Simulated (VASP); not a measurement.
# S (P6/mmm) in VASP: a series of runs

The runs below take S through single point, with r2SCAN.

Everything below comes from runs of VASP 6.6.1. Logs are shortened: lines on timing, memory, paths and dates and some standing lists are left out, and cuts for length are marked.

### 1 The cell of the first run

It takes space group P6/mmm (No. 191, hexagonal). The conventional cell has a = 6.225 Å, b = 6.225 Å, c = 2.115 Å, α = 90.00°, β = 90.00°, γ = 120.00°. S (site symmetry 6/mmm) has 2 S at 2.12 Å within 2.8 Å. S (site symmetry -6m2) has 2 S at 2.12 Å within 2.8 Å.

This isn't the form of S at room conditions, which is orthorhombic, of S8 rings.

### 2 Single point, r2SCAN

The input, POSCAR:

```
S
1.0
    6.2247845286      0.0000000000      0.0000000000
   -3.1123922643      5.3908215349      0.0000000000
    0.0000000000      0.0000000000      2.1150822146
S
3
Direct
    0.0000000000      0.0000000000      0.0000000000
    0.3333333333      0.6666666667      0.5000000000
    0.6666666667      0.3333333333      0.5000000000
```

The input, INCAR.step1:

```
PREC = Accurate
ENCUT = 520
ISMEAR = 0
SIGMA = 0.1
LREAL = False
LASPH = True
NELM = 100
NBANDS = 16
GGA = PE
ALGO = Normal
EDIFF = 1E-4
LWAVE = True
LCHARG = False
```

The input, INCAR.step2:

```
PREC = Accurate
ENCUT = 520
EDIFF = 1E-6
ISMEAR = 0
SIGMA = 0.1
LREAL = False
LASPH = True
NELM = 100
ALGO = Normal
ISIF = 2
LWAVE = False
LCHARG = False
METAGGA = R2SCAN
LMIXTAU = True
NBANDS = 16
ISTART = 1
```

The input, KPOINTS:

```
regular mesh
0
Gamma
  6 6 6
```

Potentials or basis: VASP PAW PBE potentials, release 64 (S).

Run with:

```sh
$ cat potpaw_PBE.64/S/POTCAR > POTCAR
$ cp INCAR.step1 INCAR
$ mpirun -np 1 vasp_std > vasp.out
$ cp INCAR.step2 INCAR
$ mpirun -np 1 vasp_std > vasp.out
```

OUTCAR:

```text
PREC = Accurate
   ENCUT = 520
   EDIFF = 1E-6
   ISMEAR = 0
   LREAL = False
   LASPH = True
   NELM = 100
   ISIF = 2
   METAGGA = R2SCAN
   ISTART = 1

 ion  position               nearest neighbor table
   1  0.000  0.000  0.000-
   2  0.333  0.667  0.500-
   3  0.667  0.333  0.500-

  LATTYP: Found a hexagonal cell.
 ALAT       =     6.2247845286
 C/A-ratio  =     0.3397840046

  Lattice vectors:

 A1 = (   6.2247845286,   0.0000000000,   0.0000000000)
 A2 = (  -3.1123922643,   5.3908215349,   0.0000000000)
 A3 = (   0.0000000000,   0.0000000000,   2.1150822146)

Analysis of symmetry for initial positions (statically):
=====================================================================
 Subroutine PRICEL returns:
 Original cell was already a primitive cell.

 Routine SETGRP: Setting up the symmetry group for a
 hexagonal supercell.

 Subroutine GETGRP returns: Found 24 space group operations
 (whereof 24 operations were pure point group operations)
 out of a pool of 24 trial point group operations.

The static configuration has the point symmetry D_6h.

Analysis of symmetry for dynamics (positions and initial velocities):
=====================================================================
 Subroutine PRICEL returns:
 Original cell was already a primitive cell.

 Routine SETGRP: Setting up the symmetry group for a
 hexagonal supercell.

 Subroutine GETGRP returns: Found 24 space group operations
 (whereof 24 operations were pure point group operations)
 out of a pool of 24 trial point group operations.

The dynamic configuration has the point symmetry D_6h.

 Subroutine INISYM returns: Found 24 space group operations
 (whereof 24 operations are pure point group operations),
 and found     1 'primitive' translations

----------------------------------------------------------------------------------------

                                     Primitive cell

  volume of cell :      70.9752

  direct lattice vectors                    reciprocal lattice vectors
     6.224784529  0.000000000  0.000000000     0.160648131  0.092750242  0.000000000
    -3.112392264  5.390821535  0.000000000     0.000000000  0.185500483  0.000000000
     0.000000000  0.000000000  2.115082215     0.000000000  0.000000000  0.472794860

  length of vectors
     6.224784529  6.224784529  2.115082215     0.185500483  0.185500483  0.472794860

  position of ions in fractional coordinates (direct lattice)
     0.000000000  0.000000000  0.000000000
     0.333333333  0.666666667  0.500000000
     0.666666667  0.333333333  0.500000000

  ion indices of the primitive-cell ions
   primitive index   ion index
                 1           1
                 2           2
                 3           3

----------------------------------------------------------------------------------------

 KPOINTS: regular mesh

Automatic generation of k-mesh.
 Grid dimensions read from file:
 generate k-points for:    6    6    6

 Generating k-lattice:

  Cartesian coordinates                     Fractional coordinates (reciprocal lattice)
     0.026774688  0.015458374  0.000000000     0.166666667  0.000000000  0.000000000
     0.000000000  0.030916747  0.000000000     0.000000000  0.166666667  0.000000000
     0.000000000  0.000000000  0.078799143     0.000000000  0.000000000  0.166666667

  Length of vectors
     0.030916747  0.030916747  0.078799143

  Shift w.r.t. Gamma in fractional coordinates (k-lattice)
     0.000000000  0.000000000  0.000000000

 Subroutine IBZKPT returns following result:
 ===========================================

 Found     28 irreducible k-points:

 Following reciprocal coordinates:
            Coordinates               Weight
  0.000000  0.000000  0.000000      1.000000
  0.166667 -0.000000  0.000000      6.000000
  0.333333  0.000000  0.000000      6.000000
  0.500000  0.000000  0.000000      3.000000
  0.166667  0.166667  0.000000      6.000000
  0.333333  0.166667  0.000000     12.000000
[... 16 lines left out ...]
  0.166667 -0.000000  0.500000      6.000000
  0.333333  0.000000  0.500000      6.000000
 [... further k-points ...]
   k-points           NKPTS =     28   k-points in BZ     NKDIM =     28   number of bands    NBANDS=     16
   number of dos      NEDOS =    301   number of ions     NIONS =      3
   total plane-waves  NPLWV =  36864
   dimension x,y,z NGX =    48 NGY =   48 NGZ =   16
   dimension x,y,z NGXF=    96 NGYF=   96 NGZF=   32
   ions per type =               3
   NGX,Y,Z   is equivalent  to a cutoff of  12.82, 12.82, 12.58 a.u.
   NGXF,Y,Z  is equivalent  to a cutoff of  25.64, 25.64, 25.15 a.u.
 SYSTEM =  unknown system
   PREC   = accura    normal or accurate (medium, high low for compatibility)
   ISTART =      1    job   : 0-new  1-cont  2-samecut
   ICHARG =      0    charge: 1-file 2-atom 10-const
   ISPIN  =      1    spin polarized calculation?
   LNONCOLLINEAR =      F non collinear calculations
   LSORBIT =      F    spin-orbit coupling
   LASPH  =      T    aspherical Exc in radial PAW
   ENCUT  =  520.0 eV  38.22 Ry    6.18 a.u.  11.57 11.57  3.93*2*pi/ulx,y,z
   NELM   =    100;   NELMIN=  2; NELMDL=  0     # of ELM steps
   EDIFF  = 0.1E-05   stopping-criterion for ELM
   LREAL  =      F    real-space projection
   EDIFFG = 0.1E-04   stopping-criterion for IOM
   NSW    =      0    number of steps for IOM
   IBRION =     -1    ionic relax: 0-MD 1-quasi-New 2-CG
   NFREE  =      0    steps in history (QN), initial steepest desc. (CG)
   ISIF   =      2    stress and relaxation
   ISYM   =      2    0-nonsym 1-usesym 2-fastsym
   POTIM  = 0.5000    time-step for ionic-motion
   TEBEG  =    0.0;   TEEND  =   0.0 temperature during run
   PSTRESS=    0.0 pullay stress
   NELECT =      18.0000    total number of electrons
   NUPDOWN=      -1.0000    fix difference up-down
   EMIN   =  10.00;   EMAX   =-10.00  energy-range for DOS
   EFERMI =   0.00;   METHOD = LEGACY
   ISMEAR =     0;   SIGMA  =   0.10  broadening in eV -4-tet -1-fermi 0-gaus
   EFERMI_NEDOS =   21; number of points for ismear=-14 and -15
   IALGO  =     38    algorithm
   IMIX   =      4    mixing-type and parameters
     AMIX     =   0.40;   BMIX     =  1.00
     AMIX_MAG =   1.60;   BMIX_MAG =  1.00
  volume/ion in A,a.u.               =      23.66       159.65
  Fermi-wavevector in a.u.,A,eV,Ry     =   1.036247  1.958224 14.610056  1.073809
  Thomas-Fermi vector in A             =   2.170629
   LORBIT       =      0    0 simple, 1 ext, 2 COOP (PROOUT), +10 PAW based schemes
   METAGGA = R2SCAN    functional components
   LHFCALC =     F    Hartree Fock is set to
   AEXX    =    0.0000 exact exchange contribution
   IVDW    =     0    specifies the selected vdW correction
   LEPSILON=     F    determine dielectric tensor
   LRPA    =     F    only Hartree local field effects (RPA)
 non-spin polarized calculation
 Gauss-broadening in eV      SIGMA  =   0.10
  energy-cutoff  :      520.00
  volume of cell :       70.98
 maximum number of plane-waves:      1940
 NGX is ok and might be reduce to    48
   NGX = 23   NGY = 23   NGZ =  7

 number of electron      18.0000000 magnetization

 Free energy of the ion-electron system (eV)
  ---------------------------------------------------
  ext. energy  EPLUGINS =         0.00000000
  ---------------------------------------------------
  free energy    TOTEN  =       -22.22651205 eV

  energy without entropy =      -22.21170062  energy(sigma->0) =      -22.21910633

 E-fermi :   2.4000     XC(G=0):  -9.3200

 val. band max:        2.3951994118   @ k =   0.5000   0.0000   0.3333
 cond. band min:       2.4272071867   @ k =   0.5000   0.0000   0.3333
 fundamental gap:      0.0320077749
 Fermi energy:         2.4000133505

 k-point     1 :       0.0000    0.0000    0.0000
  band No.  band energies     occupation
      1     -14.0061      2.00000
      2     -13.4127      2.00000
      3     -13.3658      2.00000
      4      -2.1447      2.00000
      5      -2.1447      2.00000
      6      -2.1029      2.00000
[... 8 lines left out ...]
     15      12.0362      0.00000
     16      12.0363      0.00000

 k-point     2 :       0.1667   -0.0000    0.0000
  band No.  band energies     occupation
      1     -13.9625      2.00000
      2     -13.4399      2.00000
      3     -13.3914      2.00000
      4      -2.5266      2.00000
      5      -2.4106      2.00000
      6      -1.6220      2.00000
[... 8 lines left out ...]
     15      12.3251      0.00000
     16      13.3218      0.00000

 k-point     3 :       0.3333    0.0000    0.0000
  band No.  band energies     occupation
      1     -13.8440      2.00000
      2     -13.5301      2.00000
      3     -13.4382      2.00000
      4      -2.7844      2.00000
      5      -2.3018      2.00000
      6      -1.0895      2.00000
[... 8 lines left out ...]
     15      13.3182      0.00000
     16      13.7693      0.00000

 k-point     4 :       0.5000    0.0000    0.0000
  band No.  band energies     occupation
      1     -13.7028      2.00000
      2     -13.6618      2.00000
      3     -13.4572      2.00000
      4      -2.8730      2.00000
      5      -1.8316      2.00000
      6      -1.7940      2.00000
[... 8 lines left out ...]
     15      13.8070      0.00000
     16      13.8378      0.00000
[... 324 lines left out ...]
 k-point    22 :       0.0000    0.0000    0.5000
  band No.  band energies     occupation
      1      -6.3290      2.00000
      2      -6.0730      2.00000
      3      -5.7885      2.00000
      4      -5.4087      2.00000
      5      -5.2656      2.00000
      6      -5.2619      2.00000
[... 8 lines left out ...]
     15      10.5168      0.00000
     16      10.5168      0.00000

 k-point    23 :       0.1667   -0.0000    0.5000
  band No.  band energies     occupation
      1      -6.2932      2.00000
      2      -6.0516      2.00000
      3      -5.8197      2.00000
      4      -5.4196      2.00000
      5      -5.2817      2.00000
      6      -5.2755      2.00000
[... 8 lines left out ...]
     15      10.4637      0.00000
     16      10.5377      0.00000

 k-point    24 :       0.3333    0.0000    0.5000
  band No.  band energies     occupation
      1      -6.2008      2.00000
      2      -6.0052      2.00000
      3      -5.9009      2.00000
      4      -5.4391      2.00000
      5      -5.3199      2.00000
      6      -5.3050      2.00000
[... 8 lines left out ...]
     15      10.4427      0.00000
     16      10.5810      0.00000

 [... further k-points ...]

------------------------ aborting loop because EDIFF is reached ----------------------------------------

  FORCE on cell =-STRESS in cart. coord.  units (eV):
  Direction    XX          YY          ZZ          XY          YZ          ZX
  --------------------------------------------------------------------------------------
  -------------------------------------------------------------------------------------
  Total       -0.2065448     -0.2065448     -0.1306652      0.0000000      0.0000000      0.0000000
  in kB       -4.6624952     -4.6624952     -2.9496052      0.0000000      0.0000000      0.0000000
  external PRESSURE =      -4.0915319 kB  Pullay stress =       0.0000000 kB

 VOLUME and BASIS-vectors are now :
 -----------------------------------------------------------------------------
  energy-cutoff  :      520.00
  volume of cell :       70.98
      direct lattice vectors                 reciprocal lattice vectors
     6.224784529  0.000000000  0.000000000     0.160648131  0.092750242  0.000000000
    -3.112392264  5.390821535  0.000000000     0.000000000  0.185500483  0.000000000
     0.000000000  0.000000000  2.115082215     0.000000000  0.000000000  0.472794860

 POSITION                                       TOTAL-FORCE (eV/Angst)
 -----------------------------------------------------------------------------------
      0.00000      0.00000      0.00000        -0.000000      0.000000      0.000000
     -0.00000      3.59388      1.05754        -0.000000     -0.000000     -0.000000
      3.11239      1.79694      1.05754         0.000000      0.000000      0.000000
 -----------------------------------------------------------------------------------
    total drift:                               -0.000000      0.000000     -0.000000

  FREE ENERGIE OF THE ION-ELECTRON SYSTEM (eV)
  ---------------------------------------------------
  free  energy   TOTEN  =       -22.2265120461 eV

  energy  without entropy=      -22.2117006194  energy(sigma->0) =      -22.21910633
```

Wall time 43 s (1 thread of Intel Xeon 6975P-C (Granite Rapids), shared host); peak memory 0.19 GiB.

What came out:

- Free energy: -22.2265 eV
- Pressure: -0.4 GPa
- Band gap on the k mesh: zero (bands 9 and 10 overlap by 2.67 eV)

Stress tensor (GPa, compression positive):
```
-0.47  0.00  0.00
 0.00 -0.47  0.00
 0.00  0.00 -0.29
```

Caveat: the k points lie up to 0.50 Å⁻¹ apart, too coarse for converged energies and pressures of a metal; the PAW data sets were made with another functional, which shifts forces and pressure a little.

### 3 Single point, r2SCAN

This run uses another cell than the first one, of 32.18 Å³/atom.

The input, POSCAR:

```
S
1.0
    5.6656459624      0.0000000000      0.0000000000
   -2.8328229812      4.9065933323      0.0000000000
    0.0000000000      0.0000000000      3.4732873074
S
3
Direct
    0.0000000000      0.0000000000      0.0000000000
    0.3333333333      0.6666666667      0.5000000000
    0.6666666667      0.3333333333      0.5000000000
```

The input, INCAR.step1:

```
PREC     = Accurate       # precision mode
ENCUT    = 520            # plane-wave cutoff, eV
ISMEAR   = 0              # smearing method
SIGMA    = 0.1            # smearing width, eV
LREAL    = False          # projectors in reciprocal space
LASPH    = True           # aspherical terms in the spheres
NELM     = 100            # most SCF steps
NBANDS   = 16             # bands
GGA      = PE             # functional
ALGO     = Normal         # electronic algorithm
EDIFF    = 1E-4           # SCF threshold, eV
LWAVE    = True           # write WAVECAR
LCHARG   = False          # write CHGCAR
```

The input, INCAR.step2:

```
PREC     = Accurate       # precision mode
ENCUT    = 520            # plane-wave cutoff, eV
EDIFF    = 1E-7           # SCF threshold, eV
ISMEAR   = 0              # smearing method
SIGMA    = 0.1            # smearing width, eV
LREAL    = False          # projectors in reciprocal space
LASPH    = True           # aspherical terms in the spheres
NELM     = 100            # most SCF steps
ALGO     = Normal         # electronic algorithm
ISIF     = 2              # what is computed and relaxed
LWAVE    = False          # write WAVECAR
LCHARG   = True           # write CHGCAR
METAGGA  = R2SCAN         # meta-GGA
LMIXTAU  = True         
LELF     = True           # ELF
LVHAR    = True         
NBANDS   = 16             # bands
ISTART   = 1
```

KPOINTS is that of step 2.

Potentials or basis: VASP PAW PBE potentials, release 64 (S).

Run with:

```sh
$ cat potpaw_PBE.64/S/POTCAR > POTCAR
$ cp INCAR.step1 INCAR
$ mpirun -np 1 vasp_std > vasp.out
$ cp INCAR.step2 INCAR
$ mpirun -np 1 vasp_std > vasp.out
```

Wall time 85 s (1 thread of Intel Xeon 6975P-C (Granite Rapids), shared host); peak memory 0.22 GiB.

The run converged. Its results:

```
Free energy            : -16.6118 eV
Pressure               : -11.8 GPa
Band gap on the k mesh : zero (bands 9 and 10 overlap by 1.72 eV)
```

Stress tensor (GPa, compression positive):
```
-12.08   0.00   0.00
  0.00 -12.08   0.00
  0.00   0.00 -11.23
```

Levels at points of the mesh, in eV from the Fermi level:
```csv
k point,band 7,band 8,band 9,band 10,band 11,band 12
"(0.00, 0.00, 0.00)",-1.64,-0.11,0.83,0.95,0.96,0.96
"(0.50, 0.00, 0.00)",-0.02,0.16,0.31,0.35,0.45,0.79
"(0.00, 0.00, 0.50)",-1.64,-1.37,-0.43,-0.43,0.17,0.17
"(0.50, 0.00, 0.50)",-1.81,-0.49,-0.42,-0.03,0.18,0.66
```

Caveat: the cell stands under tension; the PAW data sets were made with another functional, which shifts forces and pressure a little.
